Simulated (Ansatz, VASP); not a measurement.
## Ti: VASP beside Ansatz

```xyz
2
Lattice="2.9500 0.0000 0.0000 -1.4750 2.5548 0.0000 0.0000 0.0000 4.5923" Properties=species:S:1:pos:R:3 pbc="T T T"
Ti    0.0000    1.7032    1.1481
Ti    1.4750    0.8516    3.4442
```

Change from the starting cell: zz strain of -2 %.

Alike in both runs: task single point; functional PBE; k mesh 13 × 13 × 7; occupations fermi-dirac, width 0.08 eV; no spin polarisation.

```csv
,VASP,Ansatz
version,VASP 6.6.1,Ansatz 0.2.0
potentials or method,"VASP PAW PBE potentials, release 64 (Ti_sv), cutoff 520 eV","all-electron LAPW, scalar-relativistic"
```

VASP gave:

| Property | Result |
| --- | --- |
| pressure (GPa) | 0.4 |
| traceless stress, the component that is largest in VASP (GPa) | 1.28 |

Question: Which values does Ansatz return?

Answer: Pressure (GPa): 0.7; traceless stress, the component that is largest in VASP (GPa): 1.29.

Ansatz ran all-electron here, and VASP with PAW potentials.
